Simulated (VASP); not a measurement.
# ZnGa4O2 (I-42m) in VASP: single point with PBE

Aim: the single point of ZnGa4O2 with PBE.

Everything below comes from runs of VASP 6.6.1. Logs are shortened: lines on timing, memory, paths and dates and some standing lists are left out, and cuts for length are marked.

**1. The cell of the first run**

It takes space group I-42m (No. 121, tetragonal). The conventional cell has a = 4.356 Å, b = 4.356 Å, c = 12.467 Å, α = 90.00°, β = 90.00°, γ = 90.00°. Within 3.3 Å of Zn (site symmetry -42m) lie 4 Ga at 2.51 Å. Within 2.7 Å of Ga (site symmetry m) lie 2 O at 2.06 Å and 1 Zn at 2.51 Å and 1 Ga at 2.61 Å. O (site symmetry -4) has 4 Ga at 2.06 Å within 2.7 Å.

**2. Single point, PBE**

INCAR

```
PREC = Accurate
ENCUT = 520
EDIFF = 1E-6
ISMEAR = 0
SIGMA = 0.2
LREAL = F
LASPH = T
NELM = 100
ALGO = Normal
ISIF = 2
LWAVE = F
LCHARG = F
GGA = PE
NBANDS = 47
```

KPOINTS

```
Automatic mesh
0
Gamma
  5 5 5
```

POSCAR

```
ZnGa4O2
1.0
   -2.1778729298      2.1778729298      6.2333524548
    2.1778729298     -2.1778729298      6.2333524548
    2.1778729298      2.1778729298     -6.2333524548
Zn Ga O
1 4 2
Direct
    0.0000000000      0.0000000000      0.0000000000
    0.8539998799      0.4302951407      0.0000000000
    0.4302951407      0.8539998799      0.0000000000
    0.1460001201      0.1460001201      0.5762952608
    0.5697048593      0.5697048593      0.4237047392
    0.2500000000      0.7500000000      0.5000000000
    0.7500000000      0.2500000000      0.5000000000
```

Potentials or basis: VASP PAW PBE potentials, release 64 (Zn, Ga_d, O).

Started as:

```console
$ cat potpaw_PBE.64/Zn/POTCAR potpaw_PBE.64/Ga_d/POTCAR potpaw_PBE.64/O/POTCAR > POTCAR
$ mpirun -np 1 vasp_std > vasp.out
```

OUTCAR:

```text
PREC = Accurate
   ENCUT = 520
   EDIFF = 1E-6
   ISMEAR = 0
   LREAL = F
   LASPH = T
   NELM = 100
   ISIF = 2
   GGA = PE

 ion  position               nearest neighbor table
   1  0.000  0.000  0.000-   5 2.51   3 2.51   2 2.51   4 2.51
   2  0.854  0.430  0.000-   6 2.06   7 2.06   1 2.51   3 2.61
   3  0.430  0.854  0.000-   7 2.06   6 2.06   1 2.51   2 2.61
   4  0.146  0.146  0.576-   6 2.06   7 2.06   1 2.51   5 2.61
   5  0.570  0.570  0.424-   6 2.06   7 2.06   1 2.51   4 2.61
   6  0.250  0.750  0.500-   4 2.06   3 2.06   2 2.06   5 2.06
   7  0.750  0.250  0.500-   4 2.06   2 2.06   3 2.06   5 2.06

  LATTYP: Found a body centered tetragonal cell.
 ALAT       =     4.3557458596
 C/A-ratio  =     2.8621286254

  Lattice vectors:

 A1 = (  -2.1778729298,   2.1778729298,   6.2333524548)
 A2 = (   2.1778729298,  -2.1778729298,   6.2333524548)
 A3 = (   2.1778729298,   2.1778729298,  -6.2333524548)

Analysis of symmetry for initial positions (statically):
=====================================================================
 Subroutine PRICEL returns:
 Original cell was already a primitive cell.

 Routine SETGRP: Setting up the symmetry group for a
 body centered tetragonal supercell.

 Subroutine GETGRP returns: Found  8 space group operations
 (whereof  8 operations were pure point group operations)
 out of a pool of 16 trial point group operations.

The static configuration has the point symmetry D_2d.

Analysis of symmetry for dynamics (positions and initial velocities):
=====================================================================
 Subroutine PRICEL returns:
 Original cell was already a primitive cell.

 Routine SETGRP: Setting up the symmetry group for a
 body centered tetragonal supercell.

 Subroutine GETGRP returns: Found  8 space group operations
 (whereof  8 operations were pure point group operations)
 out of a pool of 16 trial point group operations.

The dynamic configuration has the point symmetry D_2d.

 Subroutine INISYM returns: Found  8 space group operations
 (whereof  8 operations are pure point group operations),
 and found     1 'primitive' translations

----------------------------------------------------------------------------------------

                                     Primitive cell

  volume of cell :     118.2624

  direct lattice vectors                    reciprocal lattice vectors
    -2.177872930  2.177872930  6.233352455     0.000000000  0.229581806  0.080213658
     2.177872930 -2.177872930  6.233352455     0.229581806  0.000000000  0.080213658
     2.177872930  2.177872930 -6.233352455     0.229581806  0.229581806  0.000000000

  length of vectors
     6.952765193  6.952765193  6.952765193     0.243191358  0.243191358  0.324677703

  position of ions in fractional coordinates (direct lattice)
     0.000000000  0.000000000  0.000000000
     0.853999880  0.430295141  0.000000000
     0.430295141  0.853999880  0.000000000
     0.146000120  0.146000120  0.576295261
     0.569704859  0.569704859  0.423704739
     0.250000000  0.750000000  0.500000000
     0.750000000  0.250000000  0.500000000

  ion indices of the primitive-cell ions
   primitive index   ion index
                 1           1
                 2           2
                 3           3
                 4           4
                 5           5
                 6           6
                 7           7

----------------------------------------------------------------------------------------

 KPOINTS: Automatic mesh

Automatic generation of k-mesh.
 Grid dimensions read from file:
 generate k-points for:    5    5    5

 Generating k-lattice:

  Cartesian coordinates                     Fractional coordinates (reciprocal lattice)
     0.000000000  0.045916361  0.016042732     0.200000000  0.000000000 -0.000000000
     0.045916361  0.000000000  0.016042732     0.000000000  0.200000000 -0.000000000
     0.045916361  0.045916361  0.000000000     0.000000000  0.000000000  0.200000000

  Length of vectors
     0.048638272  0.048638272  0.064935541

  Shift w.r.t. Gamma in fractional coordinates (k-lattice)
     0.000000000  0.000000000  0.000000000

 Subroutine IBZKPT returns following result:
 ===========================================

 Found     18 irreducible k-points:

 Following reciprocal coordinates:
            Coordinates               Weight
  0.000000  0.000000  0.000000      1.000000
  0.200000  0.000000  0.000000      8.000000
  0.400000  0.000000 -0.000000      8.000000
  0.200000  0.200000  0.000000      8.000000
  0.400000  0.200000 -0.000000     16.000000
 -0.400000  0.200000  0.000000     16.000000
[... 10 lines left out ...]
 -0.400000  0.400000  0.400000      4.000000
 -0.400000 -0.400000  0.400000      2.000000
   k-points           NKPTS =     18   k-points in BZ     NKDIM =     18   number of bands    NBANDS=     47
   number of dos      NEDOS =    301   number of ions     NIONS =      7
   total plane-waves  NPLWV = 157464
   dimension x,y,z NGX =    54 NGY =   54 NGZ =   54
   dimension x,y,z NGXF=   108 NGYF=  108 NGZF=  108
   ions per type =               1   4   2
   NGX,Y,Z   is equivalent  to a cutoff of  12.91, 12.91, 12.91 a.u.
   NGXF,Y,Z  is equivalent  to a cutoff of  25.82, 25.82, 25.82 a.u.
 SYSTEM =  unknown system
   PREC   = accura    normal or accurate (medium, high low for compatibility)
   ISTART =      0    job   : 0-new  1-cont  2-samecut
   ICHARG =      2    charge: 1-file 2-atom 10-const
   ISPIN  =      1    spin polarized calculation?
   LNONCOLLINEAR =      F non collinear calculations
   LSORBIT =      F    spin-orbit coupling
   LASPH  =      T    aspherical Exc in radial PAW
   ENCUT  =  520.0 eV  38.22 Ry    6.18 a.u.  12.93 12.93 12.93*2*pi/ulx,y,z
   NELM   =    100;   NELMIN=  2; NELMDL= -5     # of ELM steps
   EDIFF  = 0.1E-05   stopping-criterion for ELM
   LREAL  =      F    real-space projection
   EDIFFG = 0.1E-04   stopping-criterion for IOM
   NSW    =      0    number of steps for IOM
   IBRION =     -1    ionic relax: 0-MD 1-quasi-New 2-CG
   NFREE  =      0    steps in history (QN), initial steepest desc. (CG)
   ISIF   =      2    stress and relaxation
   ISYM   =      2    0-nonsym 1-usesym 2-fastsym
   POTIM  = 0.5000    time-step for ionic-motion
   TEBEG  =    0.0;   TEEND  =   0.0 temperature during run
   PSTRESS=    0.0 pullay stress
   NELECT =      76.0000    total number of electrons
   NUPDOWN=      -1.0000    fix difference up-down
   EMIN   =  10.00;   EMAX   =-10.00  energy-range for DOS
   EFERMI =   0.00;   METHOD = LEGACY
   ISMEAR =     0;   SIGMA  =   0.20  broadening in eV -4-tet -1-fermi 0-gaus
   EFERMI_NEDOS =   21; number of points for ismear=-14 and -15
   IALGO  =     38    algorithm
   IMIX   =      4    mixing-type and parameters
     AMIX     =   0.40;   BMIX     =  1.00
     AMIX_MAG =   1.60;   BMIX_MAG =  1.00
  volume/ion in A,a.u.               =      16.89       114.01
  Fermi-wavevector in a.u.,A,eV,Ry     =   1.412745  2.669701 27.155167  1.995848
  Thomas-Fermi vector in A             =   2.534462
   LORBIT       =      0    0 simple, 1 ext, 2 COOP (PROOUT), +10 PAW based schemes
   GGA     = PE    functional components
   LHFCALC =     F    Hartree Fock is set to
   AEXX    =    0.0000 exact exchange contribution
   IVDW    =     0    specifies the selected vdW correction
   LEPSILON=     F    determine dielectric tensor
   LRPA    =     F    only Hartree local field effects (RPA)
 non-spin polarized calculation
 Gauss-broadening in eV      SIGMA  =   0.20
  energy-cutoff  :      520.00
  volume of cell :      118.26
 maximum number of plane-waves:      3205
 NGX is ok and might be reduce to    54
   NGX = 25   NGY = 25   NGZ = 25

 number of electron      76.0000006 magnetization

 Free energy of the ion-electron system (eV)
  ---------------------------------------------------
  ext. energy  EPLUGINS =         0.00000000
  ---------------------------------------------------
  free energy    TOTEN  =       -27.80899822 eV

  energy without entropy =      -27.79031217  energy(sigma->0) =      -27.79965520

 E-fermi :   3.8008     XC(G=0): -10.3552

 val. band max:        3.6547853738   @ k =   0.2000   0.0000   0.0000
 cond. band min:       3.9851422706   @ k =   0.2000   0.0000   0.0000
 fundamental gap:      0.3303568969
 Fermi energy:         3.8008440463

 k-point     1 :       0.0000    0.0000    0.0000
  band No.  band energies     occupation
      1     -16.0118      2.00000
      2     -15.4216      2.00000
      3     -10.9884      2.00000
      4     -10.8653      2.00000
      5     -10.8653      2.00000
      6     -10.8610      2.00000
[... 39 lines left out ...]
     46      10.7201      0.00000
     47      10.7467      0.00000

 k-point     2 :       0.2000    0.0000    0.0000
  band No.  band energies     occupation
      1     -15.9511      2.00000
      2     -15.4730      2.00000
      3     -10.9717      2.00000
      4     -10.8818      2.00000
      5     -10.8614      2.00000
      6     -10.8473      2.00000
[... 39 lines left out ...]
     46      10.0613      0.00000
     47      10.3467      0.00000

 k-point     3 :       0.4000    0.0000   -0.0000
  band No.  band energies     occupation
      1     -15.7959      2.00000
      2     -15.6129      2.00000
      3     -10.9290      2.00000
      4     -10.8946      2.00000
      5     -10.8576      2.00000
      6     -10.8519      2.00000
[... 39 lines left out ...]
     46       9.2551      0.00000
     47       9.4854      0.00000

 k-point     4 :       0.2000    0.2000    0.0000
  band No.  band energies     occupation
      1     -15.8996      2.00000
      2     -15.5127      2.00000
      3     -10.9607      2.00000
      4     -10.9006      2.00000
      5     -10.8532      2.00000
      6     -10.8441      2.00000
[... 639 lines left out ...]
     46       9.9799      0.00000
     47      10.8027      0.00000

 k-point    17 :      -0.4000    0.4000    0.4000
  band No.  band energies     occupation
      1     -15.9493      2.00000
      2     -15.4730      2.00000
      3     -10.9750      2.00000
      4     -10.8784      2.00000
      5     -10.8605      2.00000
      6     -10.8500      2.00000
[... 39 lines left out ...]
     46       9.9269      0.00000
     47      10.1482      0.00000

 k-point    18 :      -0.4000   -0.4000    0.4000
  band No.  band energies     occupation
      1     -16.0097      2.00000
      2     -15.4216      2.00000
      3     -10.9920      2.00000
      4     -10.8680      2.00000
      5     -10.8680      2.00000
      6     -10.8558      2.00000
[... 39 lines left out ...]
     46       9.7360      0.00000
     47      10.7406      0.00000

------------------------ aborting loop because EDIFF is reached ----------------------------------------

  FORCE on cell =-STRESS in cart. coord.  units (eV):
  Direction    XX          YY          ZZ          XY          YZ          ZX
  --------------------------------------------------------------------------------------
  -------------------------------------------------------------------------------------
  Total        0.2106353      0.2106353      0.4145644      0.0000000      0.0000000      0.0000000
  in kB        2.8536126      2.8536126      5.6163714      0.0000000      0.0000000      0.0000000
  external PRESSURE =       3.7745322 kB  Pullay stress =       0.0000000 kB

 VOLUME and BASIS-vectors are now :
 -----------------------------------------------------------------------------
  energy-cutoff  :      520.00
  volume of cell :      118.26
      direct lattice vectors                 reciprocal lattice vectors
    -2.177872930  2.177872930  6.233352455     0.000000000  0.229581806  0.080213658
     2.177872930 -2.177872930  6.233352455     0.229581806  0.000000000  0.080213658
     2.177872930  2.177872930 -6.233352455     0.229581806  0.229581806  0.000000000

 POSITION                                       TOTAL-FORCE (eV/Angst)
 -----------------------------------------------------------------------------------
      0.00000      0.00000      0.00000         0.000000      0.000000      0.000000
     -0.92278      0.92278      8.00546         0.027929     -0.027929     -0.041890
      0.92278     -0.92278      8.00546        -0.027929      0.027929     -0.041890
      1.25510      1.25510     -1.77211         0.027929      0.027929      0.041890
      0.92278      0.92278      4.46124        -0.027929     -0.027929      0.041890
      2.17787     -0.00000      3.11668         0.000000      0.000000      0.000000
     -0.00000      2.17787      3.11668         0.000000      0.000000      0.000000
 -----------------------------------------------------------------------------------
    total drift:                                0.000010      0.000010     -0.000001

  FREE ENERGIE OF THE ION-ELECTRON SYSTEM (eV)
  ---------------------------------------------------
  free  energy   TOTEN  =       -27.8089982182 eV

  energy  without entropy=      -27.7903121742  energy(sigma->0) =      -27.79965520
```

It took 2 min on 1 thread of Intel Xeon 6975P-C (Granite Rapids), shared host; peak memory 0.43 GiB.

Results:

```yaml
Free_energy: -27.8090 eV
Pressure: 0.4 GPa
Largest_force: 0.058 eV/Å
Band_gap_on_the_k_mesh: zero (bands 38 and 39 overlap by 1.46 eV)
```

Forces in eV/Å, atoms in the order of the input:
```
Zn   0.000  0.000  0.000
Ga   0.028 -0.028 -0.042
Ga  -0.028  0.028 -0.042
Ga   0.028  0.028  0.042
Ga  -0.028 -0.028  0.042
O    0.000  0.000  0.000
O    0.000  0.000  0.000
```

The gap in the log of VASP goes by the Fermi energy; the results here count the filled bands.